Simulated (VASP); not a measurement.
Runs of VASP 6.6.1 on Be3Te2. The structure is that of space group Pm-3m (No. 221), or close to it. The cells are those of the table. The cell was built from a structure type or drawn by symmetry, and may not be a known phase.

```tsv
task	cell	k mesh	cutoff (eV)	gap on the mesh (eV)	pressure (GPa)	relaxed volume (Å³/atom)
single point	a = 4.443 Å, 5 atoms	4 × 4 × 4	520	none	15.2	-
relaxation of cell and atoms	relaxed from a = 4.797 Å, 5 atoms	8 × 8 × 8	600	none	0.0	(a)
single point	a = 4.784 Å, 5 atoms	8 × 8 × 8	520	none	0.1	-
relaxation of cell and atoms	relaxed from a = 4.443 Å, 5 atoms	4 × 4 × 4	600	none	0.0	22.11
single point	a = 4.797 Å, 5 atoms	4 × 4 × 4	520	none	0.1	-
```

Alike in all rows: level PBE; potentials or basis VASP PAW PBE potentials, release 64 (Be, Te); no spin polarisation; smearing gaussian 0.1 eV.

**Question.** Fill in the values left out.

**Answer.** (a) 21.96.

Caveats: spin-orbit coupling is left out, which moves the levels of the heavy elements; the cell stands under pressure (at least some runs); the volume moved by over 15 % at a fixed basis, so the end points are rough (at least some runs).

A k mesh can miss the band edges, and the runs leave out spin-orbit coupling on Te.

A gap of «none» marks levels without a gap at the run's occupations.
